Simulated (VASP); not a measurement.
# Hf2Si3N (R-3m) in VASP: notebook

The runs below take Hf2Si3N through single point, with PBE.

Program: VASP 6.6.1. These are calculated values, not measurements. Logs are shortened: lines on timing, memory, paths and dates and some standing lists are left out, and cuts for length are marked.

**1. The cell of the first run**

The structure is trigonal, space group R-3m (No. 166). The conventional cell has a = 5.268 Å, b = 5.268 Å, c = 11.146 Å, α = 90.00°, β = 90.00°, γ = 120.00°. Within 3.6 Å of Hf (site symmetry 3m) lie 9 Si at 2.72 to 3.01 Å and 4 Hf at 2.91 to 3.15 Å and 3 N at 3.07 Å. Si (site symmetry 2/m) has 2 N at 2.40 Å and 4 Si at 2.63 Å and 6 Hf at 2.72 to 3.01 Å within 3.2 Å. Within 3.2 Å of N (site symmetry -3m) lie 6 Si at 2.40 Å and 6 Hf at 3.07 Å.

**2. Single point, PBE**

The input, INCAR:

```
SYSTEM = Hf2Si3N
PREC     = Accurate       ! precision mode
ENCUT    = 520            ! plane-wave cutoff, eV
EDIFF    = 1E-6           ! SCF threshold, eV
ISMEAR   = 0              ! smearing method
SIGMA    = 0.1            ! smearing width, eV
LREAL    = .FALSE.        ! projectors in reciprocal space
LASPH    = .TRUE.         ! aspherical terms in the spheres
NELM     = 80             ! most SCF steps
ALGO     = Normal         ! electronic algorithm
ISIF     = 2              ! what is computed and relaxed
LWAVE    = .FALSE.        ! write WAVECAR
LCHARG   = .TRUE.         ! write CHGCAR
GGA      = PE             ! functional
LELF     = .TRUE.         ! ELF
LVHAR    = .TRUE.       
NBANDS   = 28             ! bands
```

The input, KPOINTS:

```
regular mesh
0
G
  6 6 6
  0 0 0
```

The input, POSCAR:

```
Hf2Si3N
1.0
    2.6342178532      1.5208663851      3.7152030641
   -2.6342178532      1.5208663851      3.7152030641
    0.0000000000     -3.0417327747      3.7152030623
Hf Si N
2 3 1
Direct
    0.6306782120      0.6306782120      0.6306782120
    0.3693217880      0.3693217880      0.3693217880
    0.0000000000      0.5000000000      0.0000000000
    0.5000000000      0.0000000000      0.0000000000
    0.0000000000      0.0000000000      0.5000000000
    0.0000000000      0.0000000000      0.0000000000
```

Potentials or basis: VASP PAW PBE potentials, release 64 (Hf_pv, Si, N).

Started as:

```console
> cat potpaw_PBE.64/Hf_pv/POTCAR potpaw_PBE.64/Si/POTCAR potpaw_PBE.64/N/POTCAR > POTCAR
> mpirun -np 1 vasp_std > vasp.out
```

OUTCAR:

```text
SYSTEM = Hf2Si3N
   PREC = Accurate
   ENCUT = 520
   EDIFF = 1E-6
   ISMEAR = 0
   LREAL = .FALSE.
   LASPH = .TRUE.
   NELM = 80
   ISIF = 2
   GGA = PE

 ion  position               nearest neighbor table
   1  0.631  0.631  0.631-   5 2.72   4 2.72   3 2.72   2 2.91   4 3.01   3 3.01   3 3.01   4 3.01
                             5 3.01   5 3.01   2 3.15   2 3.15   2 3.15
   2  0.369  0.369  0.369-   5 2.72   4 2.72   3 2.72   1 2.91   3 3.01   4 3.01   3 3.01   4 3.01
                             5 3.01   5 3.01   1 3.15   1 3.15   1 3.15
   3  0.000  0.500  0.000-   6 2.40   6 2.40   5 2.63   5 2.63   4 2.63   4 2.63   1 2.72   2 2.72
                             2 3.01   1 3.01   1 3.01   2 3.01
   4  0.500  0.000  0.000-   6 2.40   6 2.40   5 2.63   5 2.63   3 2.63   3 2.63   1 2.72   2 2.72
                             1 3.01   2 3.01   1 3.01   2 3.01
   5  0.000  0.000  0.500-   6 2.40   6 2.40   4 2.63   3 2.63   3 2.63   4 2.63   1 2.72   2 2.72
                             2 3.01   1 3.01   2 3.01   1 3.01
   6  0.000  0.000  0.000-   5 2.40   5 2.40   3 2.40   4 2.40   3 2.40   4 2.40

  LATTYP: Found a trigonal (rhomboedric) cell.
 ALAT       =     4.8015489237
 COS(alpha) =     0.3980358097

  Lattice vectors:

 A1 = (   2.6342178532,   1.5208663851,   3.7152030641)
 A2 = (  -2.6342178532,   1.5208663851,   3.7152030641)
 A3 = (   0.0000000000,  -3.0417327747,   3.7152030623)

Analysis of symmetry for initial positions (statically):
=====================================================================
 Subroutine PRICEL returns:
 Original cell was already a primitive cell.

 Routine SETGRP: Setting up the symmetry group for a
 trigonal (rhombohedral) supercell.

 Subroutine GETGRP returns: Found 12 space group operations
 (whereof 12 operations were pure point group operations)
 out of a pool of 12 trial point group operations.

The static configuration has the point symmetry D_3d.

Analysis of symmetry for dynamics (positions and initial velocities):
=====================================================================
 Subroutine PRICEL returns:
 Original cell was already a primitive cell.

 Routine SETGRP: Setting up the symmetry group for a
 trigonal (rhombohedral) supercell.

 Subroutine GETGRP returns: Found 12 space group operations
 (whereof 12 operations were pure point group operations)
 out of a pool of 12 trial point group operations.

The dynamic configuration has the point symmetry D_3d.

 Subroutine INISYM returns: Found 12 space group operations
 (whereof 12 operations are pure point group operations),
 and found     1 'primitive' translations

----------------------------------------------------------------------------------------

                                     Primitive cell

  volume of cell :      89.3052

  direct lattice vectors                    reciprocal lattice vectors
     2.634217853  1.520866385  3.715203064     0.189809662  0.109586659  0.089721431
    -2.634217853  1.520866385  3.715203064    -0.189809662  0.109586659  0.089721431
     0.000000000 -3.041732775  3.715203062     0.000000000 -0.219173319  0.089721430

  length of vectors
     4.801548924  4.801548924  4.801548924     0.236826685  0.236826685  0.236826685

  position of ions in fractional coordinates (direct lattice)
     0.630678212  0.630678212  0.630678212
     0.369321788  0.369321788  0.369321788
     0.000000000  0.500000000  0.000000000
     0.500000000  0.000000000  0.000000000
     0.000000000  0.000000000  0.500000000
     0.000000000  0.000000000  0.000000000

  ion indices of the primitive-cell ions
   primitive index   ion index
                 1           1
                 2           2
                 3           3
                 4           4
                 5           5
                 6           6

----------------------------------------------------------------------------------------

 KPOINTS: regular mesh

Automatic generation of k-mesh.
 Grid dimensions read from file:
 generate k-points for:    6    6    6

 Generating k-lattice:

  Cartesian coordinates                     Fractional coordinates (reciprocal lattice)
     0.031634944  0.018264443  0.014953572     0.166666667  0.000000000  0.000000000
    -0.031634944  0.018264443  0.014953572     0.000000000  0.166666667  0.000000000
     0.000000000 -0.036528886  0.014953572     0.000000000  0.000000000  0.166666667

  Length of vectors
     0.039471114  0.039471114  0.039471114

  Shift w.r.t. Gamma in fractional coordinates (k-lattice)
     0.000000000  0.000000000  0.000000000

 Subroutine IBZKPT returns following result:
 ===========================================

 Found     32 irreducible k-points:

 Following reciprocal coordinates:
            Coordinates               Weight
  0.000000  0.000000  0.000000      1.000000
  0.166667 -0.000000 -0.000000      6.000000
  0.333333 -0.000000  0.000000      6.000000
  0.500000 -0.000000  0.000000      3.000000
  0.166667  0.166667 -0.000000      6.000000
  0.333333  0.166667  0.000000     12.000000
[... 16 lines left out ...]
  0.500000  0.500000  0.166667      6.000000
 -0.333333  0.500000  0.166667     12.000000
 [... further k-points ...]
   k-points           NKPTS =     32   k-points in BZ     NKDIM =     32   number of bands    NBANDS=     28
   number of dos      NEDOS =    301   number of ions     NIONS =      6
   total plane-waves  NPLWV =  46656
   dimension x,y,z NGX =    36 NGY =   36 NGZ =   36
   dimension x,y,z NGXF=    72 NGYF=   72 NGZF=   72
   ions per type =               2   3   1
   NGX,Y,Z   is equivalent  to a cutoff of  12.46, 12.46, 12.46 a.u.
   NGXF,Y,Z  is equivalent  to a cutoff of  24.93, 24.93, 24.93 a.u.
 SYSTEM =  Hf2Si3N
   PREC   = accura    normal or accurate (medium, high low for compatibility)
   ISTART =      0    job   : 0-new  1-cont  2-samecut
   ICHARG =      2    charge: 1-file 2-atom 10-const
   ISPIN  =      1    spin polarized calculation?
   LNONCOLLINEAR =      F non collinear calculations
   LSORBIT =      F    spin-orbit coupling
   LASPH  =      T    aspherical Exc in radial PAW
   ENCUT  =  520.0 eV  38.22 Ry    6.18 a.u.   8.93  8.93  8.93*2*pi/ulx,y,z
   NELM   =     80;   NELMIN=  2; NELMDL= -5     # of ELM steps
   EDIFF  = 0.1E-05   stopping-criterion for ELM
   LREAL  =      F    real-space projection
   EDIFFG = 0.1E-04   stopping-criterion for IOM
   NSW    =      0    number of steps for IOM
   IBRION =     -1    ionic relax: 0-MD 1-quasi-New 2-CG
   NFREE  =      0    steps in history (QN), initial steepest desc. (CG)
   ISIF   =      2    stress and relaxation
   ISYM   =      2    0-nonsym 1-usesym 2-fastsym
   POTIM  = 0.5000    time-step for ionic-motion
   TEBEG  =    0.0;   TEEND  =   0.0 temperature during run
   PSTRESS=    0.0 pullay stress
   NELECT =      37.0000    total number of electrons
   NUPDOWN=      -1.0000    fix difference up-down
   EMIN   =  10.00;   EMAX   =-10.00  energy-range for DOS
   EFERMI =   0.00;   METHOD = LEGACY
   ISMEAR =     0;   SIGMA  =   0.10  broadening in eV -4-tet -1-fermi 0-gaus
   EFERMI_NEDOS =   21; number of points for ismear=-14 and -15
   IALGO  =     38    algorithm
   IMIX   =      4    mixing-type and parameters
     AMIX     =   0.40;   BMIX     =  1.00
     AMIX_MAG =   1.60;   BMIX_MAG =  1.00
  volume/ion in A,a.u.               =      14.88       100.44
  Fermi-wavevector in a.u.,A,eV,Ry     =   1.220440  2.306298 20.265532  1.489475
  Thomas-Fermi vector in A             =   2.355658
   LORBIT       =      0    0 simple, 1 ext, 2 COOP (PROOUT), +10 PAW based schemes
   GGA     = PE    functional components
   LHFCALC =     F    Hartree Fock is set to
   AEXX    =    0.0000 exact exchange contribution
   IVDW    =     0    specifies the selected vdW correction
   LEPSILON=     F    determine dielectric tensor
   LRPA    =     F    only Hartree local field effects (RPA)
 non-spin polarized calculation
 Gauss-broadening in eV      SIGMA  =   0.10
  energy-cutoff  :      520.00
  volume of cell :       89.31
 maximum number of plane-waves:      2418
   NGX = 17   NGY = 17   NGZ = 17

 number of electron      37.0000001 magnetization

 Free energy of the ion-electron system (eV)
  ---------------------------------------------------
  ext. energy  EPLUGINS =         0.00000000
  ---------------------------------------------------
  free energy    TOTEN  =       -42.74707766 eV

  energy without entropy =      -42.72388998  energy(sigma->0) =      -42.73548382

 E-fermi :   8.1899     XC(G=0): -11.6172

 val. band max:        8.1830565714   @ k =   0.5000   0.3333   0.3333
 cond. band min:       8.2090115352   @ k =   0.3333   0.3333   0.1667
 fundamental gap:      0.0259549638
 Fermi energy:         8.1899335991

 k-point     1 :       0.0000    0.0000    0.0000
  band No.  band energies     occupation
      1     -22.7084      2.00000
      2     -22.6698      2.00000
      3     -22.6698      2.00000
      4     -22.4410      2.00000
      5     -22.4410      2.00000
      6     -22.2864      2.00000
[... 20 lines left out ...]
     27      12.9844      0.00000
     28      12.9844      0.00000

 k-point     2 :       0.1667   -0.0000   -0.0000
  band No.  band energies     occupation
      1     -22.7161      2.00000
      2     -22.6769      2.00000
      3     -22.6713      2.00000
      4     -22.4409      2.00000
      5     -22.4335      2.00000
      6     -22.2813      2.00000
[... 20 lines left out ...]
     27      12.4606      0.00000
     28      12.9033      0.00000

 k-point     3 :       0.3333   -0.0000    0.0000
  band No.  band energies     occupation
      1     -22.7302      2.00000
      2     -22.6900      2.00000
      3     -22.6754      2.00000
      4     -22.4411      2.00000
      5     -22.4198      2.00000
      6     -22.2708      2.00000
[... 616 lines left out ...]
      3     -22.6302      2.00000
      4     -22.4781      2.00000
      5     -22.3643      2.00000
      6     -22.2492      2.00000
[... 20 lines left out ...]
     27      12.6561      0.00000
     28      12.7365      0.00000

 k-point    24 :      -0.3333    0.5000    0.1667
  band No.  band energies     occupation
      1     -22.7690      2.00000
      2     -22.7513      2.00000
      3     -22.5950      2.00000
      4     -22.5128      2.00000
      5     -22.3628      2.00000
      6     -22.2486      2.00000
[... 20 lines left out ...]
     27      12.6986      0.00000
     28      13.0707      0.00000

 [... further k-points ...]
[... 5 lines left out ...]
  --------------------------------------------------------------------------------------
  -------------------------------------------------------------------------------------
  Total       -0.1809547     -0.1809547     -0.0239282      0.0000000     -0.0000000      0.0000000
  in kB       -3.2464145     -3.2464145     -0.4292835      0.0000000     -0.0000000      0.0000000
  external PRESSURE =      -2.3073708 kB  Pullay stress =       0.0000000 kB

 VOLUME and BASIS-vectors are now :
 -----------------------------------------------------------------------------
  energy-cutoff  :      520.00
  volume of cell :       89.31
      direct lattice vectors                 reciprocal lattice vectors
     2.634217853  1.520866385  3.715203064     0.189809662  0.109586659  0.089721431
    -2.634217853  1.520866385  3.715203064    -0.189809662  0.109586659  0.089721431
     0.000000000 -3.041732775  3.715203062     0.000000000 -0.219173319  0.089721430

 POSITION                                       TOTAL-FORCE (eV/Angst)
 -----------------------------------------------------------------------------------
      0.00000     -0.00000      7.02929        -0.000000      0.000000     -0.017926
      0.00000     -0.00000      4.11632        -0.000000     -0.000000      0.017926
     -1.31711      0.76043      1.85760         0.000000      0.000000      0.000000
      1.31711      0.76043      1.85760         0.000000     -0.000000      0.000000
      0.00000     -1.52087      1.85760        -0.000000     -0.000000     -0.000000
      0.00000      0.00000      0.00000        -0.000000      0.000000      0.000000
 -----------------------------------------------------------------------------------
    total drift:                                0.000000     -0.000000      0.000000

  FREE ENERGIE OF THE ION-ELECTRON SYSTEM (eV)
  ---------------------------------------------------
  free  energy   TOTEN  =       -42.7470776621 eV

  energy  without entropy=      -42.7238899799  energy(sigma->0) =      -42.73548382
```

Run time: 35 s. Hardware: 1 thread of AMD EPYC 9R45 (Zen 5), shared host; peak memory 0.21 GiB.

Results:

- Free energy: -42.7471 eV
- Pressure: -0.2 GPa
- Largest force: 0.018 eV/Å

Forces in eV/Å, atoms in the order of the input:
```
Hf   0.000  0.000 -0.018
Hf   0.000  0.000  0.018
Si   0.000  0.000  0.000
Si   0.000  0.000  0.000
Si   0.000  0.000  0.000
N    0.000  0.000  0.000
```

Caveat: spin-orbit coupling is left out, which moves the levels of the heavy elements.

(Continued in part 2 of 2.)
